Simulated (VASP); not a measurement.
**V: single point with PBE**

Crystal: V.

```
V
1.0
     2.46521    0.00000    0.00000
     0.00000    2.46521    0.00000
     0.00000    0.00000    2.46521
V
1
Direct
  0.00000 0.00000 0.00000
```

- Program: VASP 6.6.1
- Task: single point
- Functional: PBE
- Potentials or basis: VASP PAW PBE potentials, release 64 (V_sv)
- Cutoff: 520 eV
- k mesh: 15 × 15 × 15
- Occupations: fermi-dirac, width 0.0612256 eV
- Spin: no spin polarisation

| Property | Result |
| --- | --- |
| Pressure | -1.9 GPa |

Levels at points of the mesh, in eV from the Fermi level:
```
           k point  band 3  band 4  band 5  band 6  band 7  band 8  band 9  band 10  band 11  band 12
(0.00, 0.00, 0.00)  -37.14  -37.14   -6.28   -2.05   -2.05    3.45    3.45     3.45    18.04    18.04
```

Wall time 24 s on 1 thread of AMD EPYC 7R13 (shared host), peak memory 0.1 GiB.
